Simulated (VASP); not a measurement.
# Cs in VASP: a series of runs, part 2 of 2

VASP 6.6.1.

## (3) Single point, LDA (equal xy, yz and zx shear strains of +1 %)

Contents of INCAR:

```
ALGO = Normal
EDIFF = 1E-6
ENCUT = 520
GGA = CA
ISIF = 2
ISMEAR = -1
LASPH = T
LCHARG = F
LREAL = F
LWAVE = F
NBANDS = 10
NELM = 100
PREC = Accurate
SIGMA = 0.05
```

Contents of KPOINTS:

```
k-points
0
Gamma
  9 9 9
```

Contents of POSCAR:

```
Cs
1.0
   -2.9922750000      3.0225000000      3.0225000000
    3.0225000000     -2.9922750000      3.0225000000
    3.0225000000      3.0225000000     -2.9922750000
Cs
1
Direct
    0.0000000000      0.0000000000      0.0000000000
```

Potentials or basis: VASP PAW LDA potentials, release 64 (Cs_sv).

The run is started by

```console
$ cat potpaw_LDA.64/Cs_sv/POTCAR > POTCAR
$ mpirun -np 1 vasp_std > vasp.out
```

OUTCAR:

```text
EDIFF = 1E-6
   ENCUT = 520
   GGA = CA
   ISIF = 2
   ISMEAR = -1
   LASPH = T
   LREAL = F
   NELM = 100
   PREC = Accurate

 ion  position               nearest neighbor table
   1  0.000  0.000  0.000-

  LATTYP: Found a trigonal (rhomboedric) cell.
 ALAT       =     5.2177315162
 COS(alpha) =    -0.3288480252

  Lattice vectors:

 A1 = (  -2.9922750000,   3.0225000000,   3.0225000000)
 A2 = (   3.0225000000,  -2.9922750000,   3.0225000000)
 A3 = (   3.0225000000,   3.0225000000,  -2.9922750000)

Analysis of symmetry for initial positions (statically):
=====================================================================
 Subroutine PRICEL returns:
 Original cell was already a primitive cell.

 Routine SETGRP: Setting up the symmetry group for a
 trigonal (rhombohedral) supercell.

 Subroutine GETGRP returns: Found 12 space group operations
 (whereof 12 operations were pure point group operations)
 out of a pool of 12 trial point group operations.

The static configuration has the point symmetry D_3d.

Analysis of symmetry for dynamics (positions and initial velocities):
=====================================================================
 Subroutine PRICEL returns:
 Original cell was already a primitive cell.

 Routine SETGRP: Setting up the symmetry group for a
 trigonal (rhombohedral) supercell.

 Subroutine GETGRP returns: Found 12 space group operations
 (whereof 12 operations were pure point group operations)
 out of a pool of 12 trial point group operations.

The dynamic configuration has the point symmetry D_3d.

 Subroutine INISYM returns: Found 12 space group operations
 (whereof 12 operations are pure point group operations),
 and found     1 'primitive' translations

----------------------------------------------------------------------------------------

                                     Primitive cell

  volume of cell :     110.4400

  direct lattice vectors                    reciprocal lattice vectors
    -2.992275000  3.022500000  3.022500000    -0.001646111  0.164611147  0.164611147
     3.022500000 -2.992275000  3.022500000     0.164611147 -0.001646111  0.164611147
     3.022500000  3.022500000 -2.992275000     0.164611147  0.164611147 -0.001646111

  length of vectors
     5.217731516  5.217731516  5.217731516     0.232801136  0.232801136  0.232801136

  position of ions in fractional coordinates (direct lattice)
     0.000000000  0.000000000  0.000000000

  ion indices of the primitive-cell ions
   primitive index   ion index
                 1           1

----------------------------------------------------------------------------------------

 KPOINTS: k-points

Automatic generation of k-mesh.
 Grid dimensions read from file:
 generate k-points for:    9    9    9

 Generating k-lattice:

  Cartesian coordinates                     Fractional coordinates (reciprocal lattice)
    -0.000182901  0.018290127  0.018290127     0.111111111 -0.000000000 -0.000000000
     0.018290127 -0.000182901  0.018290127    -0.000000000  0.111111111 -0.000000000
     0.018290127  0.018290127 -0.000182901    -0.000000000 -0.000000000  0.111111111

  Length of vectors
     0.025866793  0.025866793  0.025866793

  Shift w.r.t. Gamma in fractional coordinates (k-lattice)
     0.000000000  0.000000000  0.000000000

 Subroutine IBZKPT returns following result:
 ===========================================

 Found     85 irreducible k-points:

 Following reciprocal coordinates:
            Coordinates               Weight
  0.000000  0.000000  0.000000      1.000000
  0.111111 -0.000000 -0.000000      6.000000
  0.222222 -0.000000 -0.000000      6.000000
  0.333333  0.000000  0.000000      6.000000
  0.444444 -0.000000 -0.000000      6.000000
  0.111111  0.111111 -0.000000      6.000000
[... 16 lines left out ...]
 -0.333333  0.333333  0.000000      6.000000
  0.444444  0.444444 -0.000000      6.000000
 [... further k-points ...]
   k-points           NKPTS =     85   k-points in BZ     NKDIM =     85   number of bands    NBANDS=     10
   number of dos      NEDOS =    301   number of ions     NIONS =      1
   total plane-waves  NPLWV =  64000
   dimension x,y,z NGX =    40 NGY =   40 NGZ =   40
   dimension x,y,z NGXF=    80 NGYF=   80 NGZF=   80
   ions per type =               1
   NGX,Y,Z   is equivalent  to a cutoff of  12.74, 12.74, 12.74 a.u.
   NGXF,Y,Z  is equivalent  to a cutoff of  25.49, 25.49, 25.49 a.u.
 SYSTEM =  unknown system
   PREC   = accura    normal or accurate (medium, high low for compatibility)
   ISTART =      0    job   : 0-new  1-cont  2-samecut
   ICHARG =      2    charge: 1-file 2-atom 10-const
   ISPIN  =      1    spin polarized calculation?
   LNONCOLLINEAR =      F non collinear calculations
   LSORBIT =      F    spin-orbit coupling
   LASPH  =      T    aspherical Exc in radial PAW
   ENCUT  =  520.0 eV  38.22 Ry    6.18 a.u.   9.70  9.70  9.70*2*pi/ulx,y,z
   NELM   =    100;   NELMIN=  2; NELMDL= -5     # of ELM steps
   EDIFF  = 0.1E-05   stopping-criterion for ELM
   LREAL  =      F    real-space projection
   EDIFFG = 0.1E-04   stopping-criterion for IOM
   NSW    =      0    number of steps for IOM
   IBRION =     -1    ionic relax: 0-MD 1-quasi-New 2-CG
   NFREE  =      0    steps in history (QN), initial steepest desc. (CG)
   ISIF   =      2    stress and relaxation
   ISYM   =      2    0-nonsym 1-usesym 2-fastsym
   POTIM  = 0.5000    time-step for ionic-motion
   TEBEG  =    0.0;   TEEND  =   0.0 temperature during run
   PSTRESS=    0.0 pullay stress
   NELECT =       9.0000    total number of electrons
   NUPDOWN=      -1.0000    fix difference up-down
   EMIN   =  10.00;   EMAX   =-10.00  energy-range for DOS
[... 5 lines left out ...]
     AMIX     =   0.40;   BMIX     =  1.00
     AMIX_MAG =   1.60;   BMIX_MAG =  1.00
  volume/ion in A,a.u.               =     110.44       745.29
  Fermi-wavevector in a.u.,A,eV,Ry     =   0.709763  1.341258  6.854124  0.503764
  Thomas-Fermi vector in A             =   1.796431
   LORBIT       =      0    0 simple, 1 ext, 2 COOP (PROOUT), +10 PAW based schemes
   GGA     = CA    functional components
   LHFCALC =     F    Hartree Fock is set to
   AEXX    =    0.0000 exact exchange contribution
   IVDW    =     0    specifies the selected vdW correction
   LEPSILON=     F    determine dielectric tensor
   LRPA    =     F    only Hartree local field effects (RPA)
 non-spin polarized calculation
  energy-cutoff  :      520.00
  volume of cell :      110.44
 maximum number of plane-waves:      2986
   NGX = 19   NGY = 19   NGZ = 19

 number of electron       8.9999998 magnetization

 Free energy of the ion-electron system (eV)
  ---------------------------------------------------
  ext. energy  EPLUGINS =         0.00000000
  ---------------------------------------------------
  free energy    TOTEN  =        -0.98554757 eV

  energy without entropy =       -0.97548046  energy(sigma->0) =       -0.98051401

 E-fermi :   0.3870     XC(G=0):  -5.6487

 val. band max:        0.3847434170   @ k =  -0.2222   0.4444   0.1111
 cond. band min:       0.3924691568   @ k =  -0.3333   0.4444   0.1111
 fundamental gap:      0.0077257398
 Fermi energy:         0.3869736323

 k-point     1 :       0.0000    0.0000    0.0000
  band No.  band energies     occupation
      1     -23.4145      2.00000
      2     -10.1453      2.00000
      3     -10.1415      2.00000
      4     -10.1415      2.00000
      5      -1.3393      2.00000
      6       2.8049      0.00000
      7       2.8049      0.00000
      8       2.8746      0.00000
      9       3.7562      0.00000
     10       3.7562      0.00000

 k-point     2 :       0.1111   -0.0000   -0.0000
  band No.  band energies     occupation
      1     -23.4136      2.00000
      2     -10.1634      2.00000
      3     -10.1488      2.00000
      4     -10.1416      2.00000
      5      -1.1979      2.00000
      6       2.6689      0.00000
      7       2.6845      0.00000
      8       2.9966      0.00000
      9       3.5855      0.00000
     10       3.7405      0.00000
[... 274 lines left out ...]
 k-point    24 :       0.4444    0.4444   -0.0000
  band No.  band energies     occupation
      1     -23.4057      2.00000
      2     -10.3007      2.00000
      3     -10.2047      2.00000
      4     -10.1497      2.00000
      5       0.5102      0.15683
      6       1.3699      0.00000
      7       1.9215      0.00000
      8       3.4425      0.00000
      9       4.1572      0.00000
     10       4.8643      0.00000

 [... further k-points ...]
[... 5 lines left out ...]
  --------------------------------------------------------------------------------------
  -------------------------------------------------------------------------------------
  Total       -0.2002148     -0.2002148     -0.2002148     -0.0105101     -0.0105101     -0.0105101
  in kB       -2.9045596     -2.9045596     -2.9045596     -0.1524722     -0.1524722     -0.1524722
  external PRESSURE =      -2.9045596 kB  Pullay stress =       0.0000000 kB

 VOLUME and BASIS-vectors are now :
 -----------------------------------------------------------------------------
  energy-cutoff  :      520.00
  volume of cell :      110.44
      direct lattice vectors                 reciprocal lattice vectors
    -2.992275000  3.022500000  3.022500000    -0.001646111  0.164611147  0.164611147
     3.022500000 -2.992275000  3.022500000     0.164611147 -0.001646111  0.164611147
     3.022500000  3.022500000 -2.992275000     0.164611147  0.164611147 -0.001646111

 POSITION                                       TOTAL-FORCE (eV/Angst)
 -----------------------------------------------------------------------------------
      0.00000      0.00000      0.00000         0.000000      0.000000      0.000000
 -----------------------------------------------------------------------------------
    total drift:                                0.000000     -0.000000     -0.000000

  FREE ENERGIE OF THE ION-ELECTRON SYSTEM (eV)
  ---------------------------------------------------
  free  energy   TOTEN  =        -0.9855475698 eV

  energy  without entropy=       -0.9754804572  energy(sigma->0) =       -0.98051401
```

OSZICAR:

```text
N       E                     dE             d eps       ncg     rms          rms(c)
DAV:   1     0.519070913654E+02    0.51907E+02   -0.29486E+03  1700   0.630E+02
DAV:   2     0.398022111795E+01   -0.47927E+02   -0.46419E+02  2214   0.108E+02
DAV:   3    -0.915217086987E+00   -0.48954E+01   -0.48889E+01  1974   0.404E+01
DAV:   4    -0.985954295804E+00   -0.70737E-01   -0.70724E-01  2184   0.581E+00
DAV:   5    -0.986317448048E+00   -0.36315E-03   -0.36314E-03  2322   0.372E-01    0.130E-01
DAV:   6    -0.985600342431E+00    0.71711E-03   -0.14579E-03  2278   0.171E-01    0.828E-02
DAV:   7    -0.985508385144E+00    0.91957E-04   -0.24050E-03  2114   0.219E-01    0.355E-02
DAV:   8    -0.985546794320E+00   -0.38409E-04   -0.64980E-05  1970   0.503E-02    0.391E-03
DAV:   9    -0.985547569792E+00   -0.77547E-06   -0.21968E-06  2320   0.741E-03
   1 F= -.98554757E+00 E0= -.98051401E+00  d E =-.100671E-01
```

stdout:

```text
POSCAR found type information on POSCAR Cs
 POSCAR found :  1 types and       1 ions
 scaLAPACK will be used
 LDA part: xc-table for (Slater(with rela. corr.)+CA(PZ))
 , standard interpolation
 POSCAR, INCAR and KPOINTS ok, starting setup
 FFT: planning ... GRIDC
 FFT: planning ... GRID_SOFT
 FFT: planning ... GRID
 WAVECAR not read
 entering main loop
```

Wall time 26 s (1 thread of Intel Xeon 6975P-C (Granite Rapids), shared host); peak memory 0.24 GiB.

What came out:

| Item | Value |
| --- | --- |
| Free energy | -0.9855 eV |
| Pressure | -0.3 GPa |

Levels at points of the mesh, in eV from the Fermi level:
```csv
k point,band 1,band 2,band 3,band 4,band 5,band 6,band 7,band 8
"(0.00, 0.00, 0.00)",-23.80,-10.53,-10.53,-10.53,-1.73,2.42,2.42,2.49
```

Caveat: the cell differs from its parent crystal (equal xy, yz and zx shear strains of +1 %); spin-orbit coupling is left out, which moves the levels of the heavy elements.

## (4) Single point, LDA (equal xy, yz and zx shear strains of +2 %)

Contents of INCAR:

```
SYSTEM = Cs
PREC = Accurate ; ENCUT = 520
EDIFF = 1E-6 ; ISMEAR = -1
SIGMA = 0.05 ; LREAL = .False.
LASPH = .True. ; NELM = 80
ALGO = Normal ; ISIF = 2
LWAVE = .False. ; LCHARG = .True.
LELF = .True. ; LVHAR = .True.
NBANDS = 10
```

Contents of KPOINTS:

```
Automatic mesh
0
Gamma
  9 9 9
  0 0 0
```

Contents of POSCAR:

```
Cs
1.0
   -2.9620500000      3.0225000000      3.0225000000
    3.0225000000     -2.9620500000      3.0225000000
    3.0225000000      3.0225000000     -2.9620500000
Cs
1
Direct
    0.0000000000      0.0000000000      0.0000000000
```

The run is started by

```console
$ cat potpaw_LDA.64/Cs_sv/POTCAR > POTCAR
$ mpirun -np 1 vasp_std > vasp.out
```

Run time: 27 s. Hardware: 1 thread of Intel Xeon 6975P-C (Granite Rapids), shared host; peak memory 0.24 GiB.

Results (log left out):

```
Free energy : -0.9851 eV
Pressure    : -0.3 GPa
```

Levels at points of the mesh, in eV from the Fermi level:
```
           k point  band 1  band 2  band 3  band 4  band 5  band 6  band 7  band 8  band 9
(0.00, 0.00, 0.00)  -23.80  -10.53  -10.53  -10.53   -1.73    2.39    2.39    2.53    3.38
```

Caveat: the cell differs from its parent crystal (equal xy, yz and zx shear strains of +2 %); spin-orbit coupling is left out, which moves the levels of the heavy elements.

## (5) Single point, LDA

Contents of INCAR:

```
SYSTEM = Cs
PREC     = Accurate       ! precision mode
ENCUT    = 520            ! plane-wave cutoff, eV
EDIFF    = 1E-6           ! SCF threshold, eV
ISMEAR   = -1             ! smearing method
SIGMA    = 0.05           ! smearing width, eV
LREAL    = .FALSE.        ! projectors in reciprocal space
LASPH    = .TRUE.         ! aspherical terms in the spheres
NELM     = 80             ! most SCF steps
ALGO     = Normal         ! electronic algorithm
ISIF     = 2              ! what is computed and relaxed
LWAVE    = .FALSE.        ! write WAVECAR
LCHARG   = .FALSE.        ! write CHGCAR
GGA      = CA             ! functional
NBANDS   = 10             ! bands
```

Contents of KPOINTS:

```
Automatic mesh
0
G
  9 9 9
  0 0 0
```

Contents of POSCAR:

```
Cs
1.0
   -3.0225000000      3.0225000000      3.0225000000
    3.0225000000     -3.0225000000      3.0225000000
    3.0225000000      3.0225000000     -3.0225000000
Cs
1
Direct
    0.0000000000      0.0000000000      0.0000000000
```

The run is started by

```console
$ cat potpaw_LDA.64/Cs_sv/POTCAR > POTCAR
$ mpirun -np 1 vasp_std > vasp.out
```

Run time: 12 s. Hardware: 1 thread of Intel Xeon Platinum 8488C (Sapphire Rapids), shared host; peak memory 0.2 GiB.

Results (log left out):

```
Free energy : -0.9857 eV
Pressure    : -0.3 GPa
```

Levels at points of the mesh, in eV from the Fermi level:
| k point | band 2 | band 3 | band 4 | band 5 | band 6 | band 7 |
| --- | --- | --- | --- | --- | --- | --- |
| (0.00, 0.00, 0.00) | -10.53 | -10.53 | -10.53 | -1.73 | 2.44 | 2.44 |

Caveat: spin-orbit coupling is left out, which moves the levels of the heavy elements.

## (6) Overview

| cell | gap on the mesh (eV) | pressure (GPa) |
| --- | --- | --- |
| a = 5.253 Å, angles 109.7°, 1 atom | none | -0.3 |
| a = 5.218 Å, angles 109.2°, 1 atom | none | -0.3 |
| a = 5.200 Å, angles 108.9°, 1 atom | none | -0.3 |
| a = 5.235 Å, angles 109.5°, 1 atom | none | -0.3 |

Alike in all rows: task single point; level LDA; potentials or basis VASP PAW LDA potentials, release 64 (Cs_sv); no spin polarisation; k mesh 9 × 9 × 9; cutoff (eV) 520; smearing fermi-dirac 0.05 eV.

Caveats: spin-orbit coupling is left out, which moves the levels of the heavy elements.

Total energies depend on the potentials used, so only differences within one code and one set of settings carry meaning.
